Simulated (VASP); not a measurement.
# Ti (Pm) in VASP: single point with PBEsol

Aim: the single point of Ti with PBEsol.

Everything below comes from runs of VASP 6.6.1. Logs are shortened: lines on timing, memory, paths and dates and some standing lists are left out, and cuts for length are marked.

**1. The cell of the first run**

The structure is monoclinic, space group Pm (No. 6). The conventional cell has a = 4.515 Å, b = 2.799 Å, c = 4.515 Å, α = 90.00°, β = 120.00°, γ = 90.00°. Within 3.6 Å of Ti (site symmetry m) lie 14 Ti at 2.72 to 3.20 Å. Within 3.4 Å of Ti (site symmetry m) lie 11 Ti at 2.61 to 3.14 Å. Within 3.4 Å of Ti (site symmetry m) lie 11 Ti at 2.61 to 3.20 Å.

**2. Single point, PBEsol (atom 1 (Ti) moved by (-0.200, -0.200) A along x and y)**

INCAR reads:

```
SYSTEM = Ti
PREC = Accurate ; ENCUT = 520
EDIFF = 1E-6 ; ISMEAR = 0
SIGMA = 0.15 ; LREAL = .FALSE.
LASPH = .TRUE. ; NELM = 60
ALGO = Fast ; ISIF = 2
LWAVE = .FALSE. ; LCHARG = .FALSE.
GGA = PS ; NBANDS = 25
```

KPOINTS reads:

```
regular mesh
0
G
  12 12 18
  0 0 0
```

POSCAR reads:

```
Ti
1.0
    4.5152900637      0.0000000000      0.0000000000
   -2.2576450318      3.9103559006      0.0000000000
    0.0000000000      0.0000000000      2.7987936544
Ti
3
Direct
   -0.0698670627     -0.0511462396      0.0000000000
    0.3333333333      0.6666666667      0.5000000000
    0.6666666667      0.3333333333      0.5000000000
```

Potentials or basis: VASP PAW PBE potentials, release 64 (Ti_sv).

Launch:

```
$ cat potpaw_PBE.64/Ti_sv/POTCAR > POTCAR
$ mpirun -np 1 vasp_std > vasp.out
```

OUTCAR:

```text
SYSTEM = Ti
   PREC = Accurate
   ENCUT = 520
   EDIFF = 1E-6
   ISMEAR = 0
   LREAL = .FALSE.
   LASPH = .TRUE.
   NELM = 60
   ISIF = 2
   GGA = PS

 ion  position               nearest neighbor table
   1  0.930  0.949  0.000-   2 2.72   2 2.72   3 2.79   3 2.79   3 2.91   3 2.91
   2  0.333  0.667  0.500-   3 2.61   3 2.61   3 2.61   1 2.72   1 2.72
   3  0.667  0.333  0.500-   2 2.61   2 2.61   2 2.61   1 2.79   1 2.79   1 2.91   1 2.91

  LATTYP: Found a hexagonal cell.
 ALAT       =     4.5152900637
 C/A-ratio  =     0.6198480308

  Lattice vectors:

 A1 = (   4.5152900637,   0.0000000000,   0.0000000000)
 A2 = (  -2.2576450318,   3.9103559006,   0.0000000000)
 A3 = (   0.0000000000,   0.0000000000,   2.7987936544)

Analysis of symmetry for initial positions (statically):
=====================================================================
 Subroutine PRICEL returns:
 Original cell was already a primitive cell.

 Routine SETGRP: Setting up the symmetry group for a
 hexagonal supercell.

 Subroutine GETGRP returns: Found  2 space group operations
 (whereof  2 operations were pure point group operations)
 out of a pool of 24 trial point group operations.

The static configuration has the point symmetry C_1h.

Analysis of symmetry for dynamics (positions and initial velocities):
=====================================================================
 Subroutine PRICEL returns:
 Original cell was already a primitive cell.

 Routine SETGRP: Setting up the symmetry group for a
 hexagonal supercell.

 Subroutine GETGRP returns: Found  2 space group operations
 (whereof  2 operations were pure point group operations)
 out of a pool of 24 trial point group operations.

The dynamic configuration has the point symmetry C_1h.

 Subroutine INISYM returns: Found  2 space group operations
 (whereof  2 operations are pure point group operations),
 and found     1 'primitive' translations

----------------------------------------------------------------------------------------

                                     Primitive cell

  volume of cell :      49.4166

  direct lattice vectors                    reciprocal lattice vectors
     4.515290064  0.000000000  0.000000000     0.221469714  0.127865599  0.000000000
    -2.257645032  3.910355901  0.000000000     0.000000000  0.255731198  0.000000000
     0.000000000  0.000000000  2.798793654     0.000000000  0.000000000  0.357296794

  length of vectors
     4.515290064  4.515290064  2.798793654     0.255731198  0.255731198  0.357296794

  position of ions in fractional coordinates (direct lattice)
     0.930132937  0.948853760  0.000000000
     0.333333333  0.666666667  0.500000000
     0.666666667  0.333333333  0.500000000

  ion indices of the primitive-cell ions
   primitive index   ion index
                 1           1
                 2           2
                 3           3

----------------------------------------------------------------------------------------

 KPOINTS: regular mesh

Automatic generation of k-mesh.
 Grid dimensions read from file:
 generate k-points for:   12   12   18

 Generating k-lattice:

  Cartesian coordinates                     Fractional coordinates (reciprocal lattice)
     0.018455810  0.010655467  0.000000000     0.083333333  0.000000000  0.000000000
     0.000000000  0.021310933  0.000000000     0.000000000  0.083333333  0.000000000
     0.000000000  0.000000000  0.019849822     0.000000000  0.000000000  0.055555556

  Length of vectors
     0.021310933  0.021310933  0.019849822

  Shift w.r.t. Gamma in fractional coordinates (k-lattice)
     0.000000000  0.000000000  0.000000000

 Subroutine IBZKPT returns following result:
 ===========================================

 Found    740 irreducible k-points:

 Following reciprocal coordinates:
            Coordinates               Weight
  0.000000  0.000000  0.000000      1.000000
  0.083333 -0.000000  0.000000      2.000000
  0.000000  0.083333  0.000000      2.000000
 -0.083333  0.083333  0.000000      2.000000
  0.166667 -0.000000  0.000000      2.000000
  0.000000  0.166667  0.000000      2.000000
[... 16 lines left out ...]
  0.166667  0.083333  0.000000      2.000000
 -0.083333  0.250000  0.000000      2.000000
 [... further k-points ...]
   k-points           NKPTS =    740   k-points in BZ     NKDIM =    740   number of bands    NBANDS=     25
   number of dos      NEDOS =    301   number of ions     NIONS =      3
   total plane-waves  NPLWV =  31104
   dimension x,y,z NGX =    36 NGY =   36 NGZ =   24
   dimension x,y,z NGXF=    72 NGYF=   72 NGZF=   48
   ions per type =               3
   NGX,Y,Z   is equivalent  to a cutoff of  13.25, 13.25, 14.26 a.u.
   NGXF,Y,Z  is equivalent  to a cutoff of  26.51, 26.51, 28.51 a.u.
 SYSTEM =  Ti
   PREC   = accura    normal or accurate (medium, high low for compatibility)
   ISTART =      0    job   : 0-new  1-cont  2-samecut
   ICHARG =      2    charge: 1-file 2-atom 10-const
   ISPIN  =      1    spin polarized calculation?
   LNONCOLLINEAR =      F non collinear calculations
   LSORBIT =      F    spin-orbit coupling
   LASPH  =      T    aspherical Exc in radial PAW
   ENCUT  =  520.0 eV  38.22 Ry    6.18 a.u.   8.40  8.40  5.20*2*pi/ulx,y,z
   NELM   =     60;   NELMIN=  2; NELMDL= -5     # of ELM steps
   EDIFF  = 0.1E-05   stopping-criterion for ELM
   LREAL  =      F    real-space projection
   EDIFFG = 0.1E-04   stopping-criterion for IOM
   NSW    =      0    number of steps for IOM
   IBRION =     -1    ionic relax: 0-MD 1-quasi-New 2-CG
   NFREE  =      0    steps in history (QN), initial steepest desc. (CG)
   ISIF   =      2    stress and relaxation
   ISYM   =      2    0-nonsym 1-usesym 2-fastsym
   POTIM  = 0.5000    time-step for ionic-motion
   TEBEG  =    0.0;   TEEND  =   0.0 temperature during run
   PSTRESS=    0.0 pullay stress
   NELECT =      36.0000    total number of electrons
   NUPDOWN=      -1.0000    fix difference up-down
   EMIN   =  10.00;   EMAX   =-10.00  energy-range for DOS
   EFERMI =   0.00;   METHOD = LEGACY
   ISMEAR =     0;   SIGMA  =   0.15  broadening in eV -4-tet -1-fermi 0-gaus
   EFERMI_NEDOS =   21; number of points for ismear=-14 and -15
   IALGO  =     68    algorithm
   IMIX   =      4    mixing-type and parameters
     AMIX     =   0.40;   BMIX     =  1.00
     AMIX_MAG =   1.60;   BMIX_MAG =  1.00
  volume/ion in A,a.u.               =      16.47       111.16
  Fermi-wavevector in a.u.,A,eV,Ry     =   1.473052  2.783665 29.523037  2.169882
  Thomas-Fermi vector in A             =   2.587992
   LORBIT       =      0    0 simple, 1 ext, 2 COOP (PROOUT), +10 PAW based schemes
   GGA     = PS    functional components
   LHFCALC =     F    Hartree Fock is set to
   AEXX    =    0.0000 exact exchange contribution
   IVDW    =     0    specifies the selected vdW correction
   LEPSILON=     F    determine dielectric tensor
   LRPA    =     F    only Hartree local field effects (RPA)
 non-spin polarized calculation
 RMM-DIIS sequential band-by-band and
 Gauss-broadening in eV      SIGMA  =   0.15
  energy-cutoff  :      520.00
  volume of cell :       49.42
 maximum number of plane-waves:      1366
 NGX is ok and might be reduce to    36
   NGX = 17   NGY = 17   NGZ = 11

 number of electron      36.0000004 magnetization

 Free energy of the ion-electron system (eV)
  ---------------------------------------------------
  ext. energy  EPLUGINS =         0.00000000
  ---------------------------------------------------
  free energy    TOTEN  =       -24.91085711 eV

  energy without entropy =      -24.88248693  energy(sigma->0) =      -24.89667202

 E-fermi :   8.6423     XC(G=0): -11.8690

 val. band max:        8.6404374263   @ k =   0.4167   0.3333   0.2778
 cond. band min:       8.6451066596   @ k =  -0.3333  -0.4167  -0.3333
 fundamental gap:      0.0046692334
 Fermi energy:         8.6422670165

 k-point     1 :       0.0000    0.0000    0.0000
  band No.  band energies     occupation
      1     -47.8701      2.00000
      2     -47.6514      2.00000
      3     -47.4855      2.00000
      4     -24.4288      2.00000
      5     -24.4153      2.00000
      6     -24.1755      2.00000
[... 17 lines left out ...]
     24      10.1901      0.00000
     25      10.9633      0.00000

 k-point     2 :       0.0833   -0.0000    0.0000
  band No.  band energies     occupation
      1     -47.8680      2.00000
      2     -47.6505      2.00000
      3     -47.4887      2.00000
      4     -24.4466      2.00000
      5     -24.4174      2.00000
      6     -24.1700      2.00000
[... 17 lines left out ...]
     24      10.1607      0.00000
     25      10.9954      0.00000

 k-point     3 :       0.0000    0.0833    0.0000
  band No.  band energies     occupation
      1     -47.8679      2.00000
      2     -47.6506      2.00000
      3     -47.4887      2.00000
      4     -24.4670      2.00000
      5     -24.3837      2.00000
      6     -24.2061      2.00000
[... 17 lines left out ...]
     24      10.2543      0.00000
     25      10.8591      0.00000

 k-point     4 :      -0.0833    0.0833    0.0000
  band No.  band energies     occupation
      1     -47.8677      2.00000
      2     -47.6508      2.00000
      3     -47.4887      2.00000
      4     -24.4766      2.00000
      5     -24.3572      2.00000
      6     -24.2344      2.00000
[... 17 lines left out ...]
     24      10.3596      0.00000
     25      10.7483      0.00000
[... 477 lines left out ...]
 k-point    22 :      -0.1667    0.0833    0.0000
  band No.  band energies     occupation
      1     -47.8636      2.00000
      2     -47.6489      2.00000
      3     -47.4950      2.00000
      4     -24.4920      2.00000
      5     -24.3782      2.00000
      6     -24.1998      2.00000
[... 17 lines left out ...]
     24      10.3442      0.00000
     25      10.9117      0.00000

 k-point    23 :       0.1667    0.0833    0.0000
  band No.  band energies     occupation
      1     -47.8572      2.00000
      2     -47.6437      2.00000
      3     -47.5071      2.00000
      4     -24.4832      2.00000
      5     -24.4453      2.00000
      6     -24.1072      2.00000
[... 17 lines left out ...]
     24      10.4031      0.00000
     25      11.3125      0.00000

 k-point    24 :      -0.0833    0.2500    0.0000
  band No.  band energies     occupation
      1     -47.8556      2.00000
      2     -47.6456      2.00000
      3     -47.5069      2.00000
      4     -24.5264      2.00000
      5     -24.3490      2.00000
      6     -24.1990      2.00000
[... 17 lines left out ...]
     24      10.6413      0.00000
     25      10.9708      0.00000

 [... further k-points ...]

------------------------ aborting loop because EDIFF is reached ----------------------------------------

  FORCE on cell =-STRESS in cart. coord.  units (eV):
  Direction    XX          YY          ZZ          XY          YZ          ZX
  --------------------------------------------------------------------------------------
  -------------------------------------------------------------------------------------
  Total        0.8404981      0.7676452      0.0466580      0.2705434      0.0000000      0.0000000
  in kB       27.2505002     24.8884768      1.5127386      8.7715167      0.0000000      0.0000000
  external PRESSURE =      17.8839052 kB  Pullay stress =       0.0000000 kB

 VOLUME and BASIS-vectors are now :
 -----------------------------------------------------------------------------
  energy-cutoff  :      520.00
  volume of cell :       49.42
      direct lattice vectors                 reciprocal lattice vectors
     4.515290064  0.000000000  0.000000000     0.221469714  0.127865599  0.000000000
    -2.257645032  3.910355901  0.000000000     0.000000000  0.255731198  0.000000000
     0.000000000  0.000000000  2.798793654     0.000000000  0.000000000  0.357296794

 POSITION                                       TOTAL-FORCE (eV/Angst)
 -----------------------------------------------------------------------------------
      2.05765      3.71036      0.00000         0.987259      0.966175      0.000000
     -0.00000      2.60690      1.39940        -0.759375     -0.485201      0.000000
      2.25765      1.30345      1.39940        -0.227883     -0.480973      0.000000
 -----------------------------------------------------------------------------------
    total drift:                                0.001177      0.001016     -0.000000

  FREE ENERGIE OF THE ION-ELECTRON SYSTEM (eV)
  ---------------------------------------------------
  free  energy   TOTEN  =       -24.9108571063 eV

  energy  without entropy=      -24.8824869256  energy(sigma->0) =      -24.89667202
```

Wall time 27 min (1 thread of Intel Xeon 6975P-C (Granite Rapids), shared host); peak memory 0.73 GiB.

Results:

| Property | Result |
| --- | --- |
| Free energy | -24.9109 eV |
| Pressure | 1.8 GPa |
| Largest force | 1.381 eV/Å |
| Band gap on the k mesh | zero (bands 18 and 19 overlap by 0.39 eV) |

Forces on the atoms (eV/Å):
```
Ti   0.987  0.966  0.000
Ti  -0.759 -0.485  0.000
Ti  -0.228 -0.481  0.000
```

Caveat: the cell differs from its parent crystal (atom 1 (Ti) moved by (-0.200, -0.200) A along x and y); the PAW data sets were made with another functional, which shifts forces and pressure a little.
